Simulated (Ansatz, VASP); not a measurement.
**One calculation of TaH5, two programs**

```
CELL_PARAMETERS angstrom
3.57944 0.00000 0.00000
-1.78972 3.09988 0.00000
0.00000 0.00000 3.09131
ATOMIC_POSITIONS crystal
Ta 0.00000 0.00000 0.50000
H 0.69046 0.00000 0.00000
H 0.30954 0.30954 0.00000
H 0.00000 0.69046 0.00000
H 0.66667 0.33333 0.50000
H 0.33333 0.66667 0.50000
```

Change from the starting cell: species swapped into the MgSn5 type (P-62m, No. 189).

Alike in both runs: functional PBE; k mesh 6 × 6 × 4; occupations gaussian, width 0.1 eV; no spin polarisation.

Ansatz relaxed the structure, and its values are those at the end. VASP's run is a single point on that final structure, the one shown.

|  | VASP | Ansatz |
| --- | --- | --- |
| version | VASP 6.6.1 | Ansatz 0.2.0 |
| potentials or method | VASP PAW PBE potentials, release 64 (Ta_pv, H), cutoff 520 eV | scalar-relativistic, plane waves, PAW |
| valence electrons in the cell | 16 | 18 |

|  | VASP | Ansatz | Ansatz less VASP |
| --- | --- | --- | --- |
| gap on the k mesh at the Fermi level (eV) | none | none | - |
| pressure (GPa) | 0.0 | 0.0 | -0.01 |
| rms of the force components (eV/Å) | 0.001 | 0.005 | +0.0033 |

A gap of «none» marks a metal or a gap that the smearing closes. With one functional, cell and mesh, what is left measures potentials, basis and numerics. VASP's potentials hold 16 valence electrons a cell and Ansatz's 18, so a difference there can come from the potentials and not from the codes.

The k mesh is coarse, so the values compare programs but aren't converged. Neither program's run includes spin-orbit coupling.
